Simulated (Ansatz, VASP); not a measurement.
# H20CO12 in VASP and in Ansatz

```
O H C
1.0
     7.15309    0.00000    0.00000
     0.00000    7.15309    0.00000
     0.00000    0.00000    7.15309
O H C
12 20 1
Direct
  0.49905 0.37624 0.39019
  0.04115 0.34862 0.32021
  0.40862 0.04212 0.85265
  0.48264 0.74992 0.37520
  0.73449 0.34598 0.05387
  0.86806 0.97631 0.38223
  0.69476 0.18906 0.68281
  0.99849 0.73606 0.12274
  0.22454 0.01114 0.51844
  0.63241 0.73994 0.01878
  0.28453 0.61222 0.79988
  0.98598 0.58066 0.66996
  0.56284 0.33804 0.27481
  0.56605 0.31188 0.49297
  0.15919 0.28500 0.35228
  0.99731 0.39942 0.43907
  0.32200 0.01617 0.74795
  0.45188 0.92031 0.89900
  0.48493 0.61068 0.39652
  0.59148 0.79651 0.44418
  0.85884 0.33852 0.11053
  0.74427 0.27973 0.93294
  0.89011 0.10016 0.32676
  0.91678 0.88699 0.28502
  0.76198 0.09007 0.61635
  0.58481 0.12466 0.74471
  0.02839 0.61499 0.17944
  0.86904 0.72290 0.07152
  0.09347 0.98072 0.48580
  0.30112 0.91727 0.45209
  0.57435 0.75254 0.14459
  0.62514 0.60538 0.99468
  0.13494 0.59752 0.73727
```

Alike in both runs: functional PBE; dispersion D3(BJ); k mesh 1 × 1 × 1; occupations fermi-dirac, width 0.05 eV; no spin polarisation.

Ansatz relaxed the structure, and its values are those at the end. VASP's run is a single point on that final structure, the one shown.

|  | VASP | Ansatz |
| --- | --- | --- |
| version | VASP 6.6.1 | Ansatz 0.2.0 |
| potentials or method | VASP PAW PBE potentials, release 64 (O, H, C), cutoff 520 eV | scalar-relativistic, plane waves, PAW |
| valence electrons in the cell | 96 | 96 |

|  | VASP | Ansatz | Ansatz less VASP |
| --- | --- | --- | --- |
| rms of the force components (eV/Å) | 0.119 | 0.086 | -0.0325 |

Noted on VASP's run: the standard files for N, O and F lose accuracy on very short bonds.
